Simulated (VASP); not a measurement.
# PbO (P4/nmm) in VASP: further runs

PbO is run at these levels: PBEsol; tasks: single point.

All numbers are computed with VASP 6.6.1; they aren't measurements. Logs are shortened: lines on timing, memory, paths and dates and some standing lists are left out, and cuts for length are marked.

## (1) The cell of the first run

Symmetry: P4/nmm, No. 129, tetragonal system. The conventional cell has a = 3.915 Å, b = 3.915 Å, c = 5.097 Å, α = 90.00°, β = 90.00°, γ = 90.00°. Pb (site symmetry 4mm) has 4 O at 2.30 Å within 3.0 Å. Within 3.0 Å of O (site symmetry -4m2) lie 4 Pb at 2.30 Å and 4 O at 2.77 Å.

## (2) Single point, PBEsol (strain -0.015 along x and y, +0.015 along z)

Contents of INCAR:

```
SYSTEM = PbO
  ALGO = Normal
  EDIFF = 1E-7
  ENCUT = 520
  GGA = PS
  ISIF = 2
  ISMEAR = 0
  LASPH = .True.
  LCHARG = .True.
  LELF = .True.
  LREAL = .False.
  LVHAR = .True.
  LWAVE = .False.
  NBANDS = 28
  NELM = 80
  PREC = Accurate
  SIGMA = 0.05
```

Contents of KPOINTS:

```
k-points
0
Gamma
  8 8 6
  0 0 0
```

Contents of POSCAR:

```
PbO
1.0
    3.9147840000      0.0000000000      0.0000000000
    0.0000000000      3.9147840000      0.0000000000
    0.0000000000      0.0000000000      5.0973300000
Pb O
2 2
Direct
    0.0000000000      0.5000000000      0.2351000000
    0.5000000000      0.0000000000      0.7649000000
    0.0000000000      0.0000000000      0.0000000000
    0.5000000000      0.5000000000      0.0000000000
```

Potentials or basis: VASP PAW PBE potentials, release 64 (Pb_d, O).

Command:

```
$ cat potpaw_PBE.64/Pb_d/POTCAR potpaw_PBE.64/O/POTCAR > POTCAR
$ mpirun -np 1 vasp_std > vasp.out
```

OUTCAR:

```text
SYSTEM = PbO
   EDIFF = 1E-7
   ENCUT = 520
   GGA = PS
   ISIF = 2
   ISMEAR = 0
   LASPH = .True.
   LREAL = .False.
   NELM = 80
   PREC = Accurate

 ion  position               nearest neighbor table
   1  0.000  0.500  0.235-   3 2.30   4 2.30   3 2.30   4 2.30   2 3.66   2 3.66   2 3.66   2 3.66
                             2 3.87   2 3.87   2 3.87   2 3.87
   2  0.500  0.000  0.765-   3 2.30   4 2.30   4 2.30   3 2.30   1 3.66   1 3.66   1 3.66   1 3.66
                             1 3.87   1 3.87   1 3.87   1 3.87
   3  0.000  0.000  0.000-   1 2.30   2 2.30   1 2.30   2 2.30
   4  0.500  0.500  0.000-   1 2.30   2 2.30   2 2.30   1 2.30

  LATTYP: Found a simple tetragonal cell.
 ALAT       =     3.9147840000
 C/A-ratio  =     1.3020718384

  Lattice vectors:

 A1 = (   3.9147840000,   0.0000000000,   0.0000000000)
 A2 = (   0.0000000000,   3.9147840000,   0.0000000000)
 A3 = (   0.0000000000,   0.0000000000,   5.0973300000)

Analysis of symmetry for initial positions (statically):
=====================================================================
 Subroutine PRICEL returns:
 Original cell was already a primitive cell.

 Routine SETGRP: Setting up the symmetry group for a
 simple tetragonal supercell.

 Subroutine GETGRP returns: Found 16 space group operations
 (whereof  8 operations were pure point group operations)
 out of a pool of 16 trial point group operations.

The static configuration has the point symmetry D_2d.
 The point group associated with its full space group is D_4h.

Analysis of symmetry for dynamics (positions and initial velocities):
=====================================================================
 Subroutine PRICEL returns:
 Original cell was already a primitive cell.

 Routine SETGRP: Setting up the symmetry group for a
 simple tetragonal supercell.

 Subroutine GETGRP returns: Found 16 space group operations
 (whereof  8 operations were pure point group operations)
 out of a pool of 16 trial point group operations.

The dynamic configuration has the point symmetry D_2d.
 The point group associated with its full space group is D_4h.

 Subroutine INISYM returns: Found 16 space group operations
 (whereof  8 operations are pure point group operations),
 and found     1 'primitive' translations

----------------------------------------------------------------------------------------

                                     Primitive cell

  volume of cell :      78.1193

  direct lattice vectors                    reciprocal lattice vectors
     3.914784000  0.000000000  0.000000000     0.255441935  0.000000000  0.000000000
     0.000000000  3.914784000  0.000000000     0.000000000  0.255441935  0.000000000
     0.000000000  0.000000000  5.097330000     0.000000000  0.000000000  0.196181138

  length of vectors
     3.914784000  3.914784000  5.097330000     0.255441935  0.255441935  0.196181138

  position of ions in fractional coordinates (direct lattice)
     0.000000000  0.500000000  0.235100000
     0.500000000  0.000000000  0.764900000
     0.000000000  0.000000000  0.000000000
     0.500000000  0.500000000  0.000000000

  ion indices of the primitive-cell ions
   primitive index   ion index
                 1           1
                 2           2
                 3           3
                 4           4

----------------------------------------------------------------------------------------

 KPOINTS: k-points

Automatic generation of k-mesh.
 Grid dimensions read from file:
 generate k-points for:    8    8    6

 Generating k-lattice:

  Cartesian coordinates                     Fractional coordinates (reciprocal lattice)
     0.031930242  0.000000000  0.000000000     0.125000000  0.000000000  0.000000000
     0.000000000  0.031930242  0.000000000     0.000000000  0.125000000  0.000000000
     0.000000000  0.000000000  0.032696856     0.000000000  0.000000000  0.166666667

  Length of vectors
     0.031930242  0.031930242  0.032696856

  Shift w.r.t. Gamma in fractional coordinates (k-lattice)
     0.000000000  0.000000000  0.000000000

 Subroutine IBZKPT returns following result:
 ===========================================

 Found     60 irreducible k-points:

 Following reciprocal coordinates:
            Coordinates               Weight
  0.000000  0.000000  0.000000      1.000000
  0.125000  0.000000  0.000000      4.000000
  0.250000  0.000000  0.000000      4.000000
  0.375000  0.000000  0.000000      4.000000
  0.500000  0.000000  0.000000      2.000000
  0.125000  0.125000  0.000000      4.000000
[... 16 lines left out ...]
  0.375000  0.125000  0.166667     16.000000
  0.500000  0.125000  0.166667      8.000000
 [... further k-points ...]
   k-points           NKPTS =     60   k-points in BZ     NKDIM =     60   number of bands    NBANDS=     28
   number of dos      NEDOS =    301   number of ions     NIONS =      4
   total plane-waves  NPLWV =  36000
   dimension x,y,z NGX =    30 NGY =   30 NGZ =   40
   dimension x,y,z NGXF=    60 NGYF=   60 NGZF=   80
   ions per type =               2   2
   NGX,Y,Z   is equivalent  to a cutoff of  12.74, 12.74, 13.05 a.u.
   NGXF,Y,Z  is equivalent  to a cutoff of  25.48, 25.48, 26.09 a.u.
 SYSTEM =  PbO
   PREC   = accura    normal or accurate (medium, high low for compatibility)
   ISTART =      0    job   : 0-new  1-cont  2-samecut
   ICHARG =      2    charge: 1-file 2-atom 10-const
   ISPIN  =      1    spin polarized calculation?
   LNONCOLLINEAR =      F non collinear calculations
   LSORBIT =      F    spin-orbit coupling
   LASPH  =      T    aspherical Exc in radial PAW
   ENCUT  =  520.0 eV  38.22 Ry    6.18 a.u.   7.28  7.28  9.48*2*pi/ulx,y,z
   NELM   =     80;   NELMIN=  2; NELMDL= -5     # of ELM steps
   EDIFF  = 0.1E-06   stopping-criterion for ELM
   LREAL  =      F    real-space projection
   EDIFFG = 0.1E-05   stopping-criterion for IOM
   NSW    =      0    number of steps for IOM
   IBRION =     -1    ionic relax: 0-MD 1-quasi-New 2-CG
   NFREE  =      0    steps in history (QN), initial steepest desc. (CG)
   ISIF   =      2    stress and relaxation
   ISYM   =      2    0-nonsym 1-usesym 2-fastsym
   POTIM  = 0.5000    time-step for ionic-motion
   TEBEG  =    0.0;   TEEND  =   0.0 temperature during run
   PSTRESS=    0.0 pullay stress
   NELECT =      40.0000    total number of electrons
   NUPDOWN=      -1.0000    fix difference up-down
   EMIN   =  10.00;   EMAX   =-10.00  energy-range for DOS
   EFERMI =   0.00;   METHOD = LEGACY
   ISMEAR =     0;   SIGMA  =   0.05  broadening in eV -4-tet -1-fermi 0-gaus
   EFERMI_NEDOS =   21; number of points for ismear=-14 and -15
   IALGO  =     38    algorithm
   IMIX   =      4    mixing-type and parameters
     AMIX     =   0.40;   BMIX     =  1.00
     AMIX_MAG =   1.60;   BMIX_MAG =  1.00
  volume/ion in A,a.u.               =      19.53       131.79
  Fermi-wavevector in a.u.,A,eV,Ry     =   1.309711  2.474994 23.338646  1.715342
  Thomas-Fermi vector in A             =   2.440291
   LORBIT       =      0    0 simple, 1 ext, 2 COOP (PROOUT), +10 PAW based schemes
   GGA     = PS    functional components
   LHFCALC =     F    Hartree Fock is set to
   AEXX    =    0.0000 exact exchange contribution
   IVDW    =     0    specifies the selected vdW correction
   LEPSILON=     F    determine dielectric tensor
   LRPA    =     F    only Hartree local field effects (RPA)
 non-spin polarized calculation
 Gauss-broadening in eV      SIGMA  =   0.05
  energy-cutoff  :      520.00
  volume of cell :       78.12
 maximum number of plane-waves:      2124
 NGX is ok and might be reduce to    30
   NGX = 15   NGY = 15   NGZ = 19

 number of electron      39.9999998 magnetization

 Free energy of the ion-electron system (eV)
  ---------------------------------------------------
  ext. energy  EPLUGINS =         0.00000000
  ---------------------------------------------------
  free energy    TOTEN  =       -22.84625063 eV

  energy without entropy =      -22.84625063  energy(sigma->0) =      -22.84625063

 E-fermi :   5.5044     XC(G=0): -10.1518

 val. band max:        5.2753943378   @ k =   0.0000   0.0000   0.0000
 cond. band min:       6.3606872003   @ k =   0.5000   0.5000   0.0000
 fundamental gap:      1.0852928626
 Fermi energy:         5.5044051813

 k-point     1 :       0.0000    0.0000    0.0000
  band No.  band energies     occupation
      1     -13.4165      2.00000
      2     -12.7391      2.00000
      3     -10.7917      2.00000
      4     -10.7917      2.00000
      5     -10.7302      2.00000
      6     -10.7147      2.00000
[... 20 lines left out ...]
     27      12.6964      0.00000
     28      13.2430      0.00000

 k-point     2 :       0.1250    0.0000    0.0000
  band No.  band energies     occupation
      1     -13.3773      2.00000
      2     -12.7549      2.00000
      3     -10.7836      2.00000
      4     -10.7828      2.00000
      5     -10.7188      2.00000
      6     -10.7013      2.00000
[... 20 lines left out ...]
     27      12.9523      0.00000
     28      14.3674      0.00000

 k-point     3 :       0.2500    0.0000    0.0000
  band No.  band energies     occupation
      1     -13.2740      2.00000
      2     -12.8045      2.00000
      3     -10.7614      2.00000
      4     -10.7578      2.00000
      5     -10.6892      2.00000
      6     -10.6627      2.00000
[... 20 lines left out ...]
     27      13.2458      0.00000
     28      16.2838      0.00000

 k-point     4 :       0.3750    0.0000    0.0000
  band No.  band energies     occupation
      1     -13.1393      2.00000
      2     -12.8896      2.00000
      3     -10.7300      2.00000
      4     -10.7241      2.00000
      5     -10.6759      2.00000
      6     -10.6643      2.00000
[... 20 lines left out ...]
     27      13.7007      0.00000
     28      15.6727      0.00000

 k-point     5 :       0.5000    0.0000    0.0000
  band No.  band energies     occupation
      1     -13.0049      2.00000
      2     -13.0049      2.00000
      3     -10.6958      2.00000
      4     -10.6958      2.00000
      5     -10.6926      2.00000
      6     -10.6926      2.00000
[... 20 lines left out ...]
     27      14.4721      0.00000
     28      14.4721      0.00000

 k-point     6 :       0.1250    0.1250    0.0000
  band No.  band energies     occupation
      1     -13.3408      2.00000
      2     -12.7693      2.00000
      3     -10.7876      2.00000
      4     -10.7604      2.00000
      5     -10.7095      2.00000
      6     -10.6892      2.00000
[... 463 lines left out ...]
      5     -10.7147      2.00000
      6     -10.6811      2.00000
[... 20 lines left out ...]
     27      13.6529      0.00000
     28      14.8427      0.00000

 k-point    22 :       0.2500    0.1250    0.1667
  band No.  band energies     occupation
      1     -13.2440      2.00000
      2     -12.8139      2.00000
      3     -10.7605      2.00000
      4     -10.7327      2.00000
      5     -10.6874      2.00000
      6     -10.6501      2.00000
[... 20 lines left out ...]
     27      14.2522      0.00000
     28      15.6012      0.00000

 k-point    23 :       0.3750    0.1250    0.1667
  band No.  band energies     occupation
      1     -13.1227      2.00000
      2     -12.8938      2.00000
      3     -10.7349      2.00000
      4     -10.7080      2.00000
      5     -10.6781      2.00000
      6     -10.6541      2.00000
[... 20 lines left out ...]
     27      14.4310      0.00000
     28      14.9333      0.00000

 k-point    24 :       0.5000    0.1250    0.1667
  band No.  band energies     occupation
      1     -13.0004      2.00000
      2     -13.0004      2.00000
      3     -10.7103      2.00000
      4     -10.7103      2.00000
      5     -10.6717      2.00000
      6     -10.6717      2.00000
[... 20 lines left out ...]
     27      14.6247      0.00000
     28      14.6247      0.00000

 [... further k-points ...]
[... 5 lines left out ...]
  --------------------------------------------------------------------------------------
  -------------------------------------------------------------------------------------
  Total        1.6142509      1.6142509      0.7326694      0.0000000      0.0000000      0.0000000
  in kB       33.1072606     33.1072606     15.0265848      0.0000000      0.0000000      0.0000000
  external PRESSURE =      27.0803687 kB  Pullay stress =       0.0000000 kB

 VOLUME and BASIS-vectors are now :
 -----------------------------------------------------------------------------
  energy-cutoff  :      520.00
  volume of cell :       78.12
      direct lattice vectors                 reciprocal lattice vectors
     3.914784000  0.000000000  0.000000000     0.255441935  0.000000000  0.000000000
     0.000000000  3.914784000  0.000000000     0.000000000  0.255441935  0.000000000
     0.000000000  0.000000000  5.097330000     0.000000000  0.000000000  0.196181138

 POSITION                                       TOTAL-FORCE (eV/Angst)
 -----------------------------------------------------------------------------------
      0.00000      1.95739      1.19838         0.000000     -0.000000      0.257541
      1.95739      0.00000      3.89895        -0.000000     -0.000000     -0.257541
      0.00000      0.00000      0.00000         0.000000      0.000000      0.000000
      1.95739      1.95739      0.00000         0.000000     -0.000000      0.000000
 -----------------------------------------------------------------------------------
    total drift:                                0.000000      0.000000     -0.000000

  FREE ENERGIE OF THE ION-ELECTRON SYSTEM (eV)
  ---------------------------------------------------
  free  energy   TOTEN  =       -22.8462506264 eV

  energy  without entropy=      -22.8462506264  energy(sigma->0) =      -22.84625063
```

It took 86 s on 1 thread of AMD EPYC 9R45 (Zen 5), shared host; peak memory 0.22 GiB.

What came out:

```
Free energy            : -22.8463 eV
Pressure               : 2.7 GPa
Largest force          : 0.258 eV/Å
Band gap on the k mesh : 1.09 eV, indirect (least direct gap 2.23 eV)
```

Forces on the atoms (eV/Å):
```
Pb   0.000  0.000  0.258
Pb   0.000  0.000 -0.258
O    0.000  0.000  0.000
O    0.000  0.000  0.000
```

Caveat: the cell differs from its parent crystal (strain -0.015 along x and y, +0.015 along z); the PAW data sets were made with another functional, which shifts forces and pressure a little; spin-orbit coupling is left out, which moves the levels of the heavy elements. A k mesh can miss the band edges.

## (3) Single point, PBEsol (strain -0.015 along x and y, +0.030 along z)

Contents of INCAR:

```
SYSTEM = PbO
PREC = Accurate ; ENCUT = 520
EDIFF = 1E-6 ; ISMEAR = 0
SIGMA = 0.05 ; LREAL = .False.
LASPH = .True. ; NELM = 60
ALGO = Normal ; ISIF = 2
LWAVE = .False. ; LCHARG = .True.
GGA = PS ; LELF = .True.
LVHAR = .True. ; NBANDS = 28
```

Contents of KPOINTS:

```
regular mesh
0
Gamma
  8 8 6
  0 0 0
```

Changes to POSCAR since step 2:

```diff
@@ -4,3 +4,3 @@
     0.0000000000      3.9147840000      0.0000000000
-    0.0000000000      0.0000000000      5.0973300000
+    0.0000000000      0.0000000000      5.1726600000
 Pb O
```

Potentials or basis: VASP PAW PBE potentials, release 64 (Pb_d, O).

Command:

```
$ cat potpaw_PBE.64/Pb_d/POTCAR potpaw_PBE.64/O/POTCAR > POTCAR
$ mpirun -np 1 vasp_std > vasp.out
```

It took 70 s on 1 thread of AMD EPYC 9R45 (Zen 5), shared host; peak memory 0.22 GiB.

Results (log left out):

* Free energy: -22.8526 eV
* Pressure: 1.5 GPa
* Largest force: 0.026 eV/Å
* Band gap on the k mesh: 1.07 eV, indirect (least direct gap 2.15 eV)

Forces in eV/Å, atoms in the order of the input:
```
Pb   0.000  0.000 -0.026
Pb   0.000  0.000  0.026
O    0.000  0.000  0.000
O    0.000  0.000  0.000
```

Stress tensor (GPa, compression positive):
```
 2.28  0.00  0.00
 0.00  2.28  0.00
 0.00  0.00 -0.05
```

Levels at points of the mesh, in eV from the valence-band top:
```
           k point  band 17  band 18  band 19  band 20  band 21  band 22  band 23  band 24
(0.00, 0.00, 0.00)    -1.86    -1.69    -1.69     0.00     2.26     5.17     5.66     5.66
(0.50, 0.00, 0.00)    -3.11    -3.11    -1.87    -1.87     3.17     3.17     6.45     6.45
(0.50, 0.50, 0.00)    -1.87    -1.87    -1.07    -1.07     1.07     1.07     4.99     4.99
(0.00, 0.00, 0.50)    -1.89    -1.72    -1.72    -1.29     2.02     4.01     4.01     4.42
(0.50, 0.00, 0.50)    -3.09    -3.09    -1.18    -1.18     2.84     2.84     6.39     6.39
(0.50, 0.50, 0.50)    -2.36    -2.36    -1.07    -1.07     3.26     3.26     4.39     4.39
```

Caveat: the cell differs from its parent crystal (strain -0.015 along x and y, +0.030 along z); the PAW data sets were made with another functional, which shifts forces and pressure a little; spin-orbit coupling is left out, which moves the levels of the heavy elements.

(Part 1 of 2 ends here.)
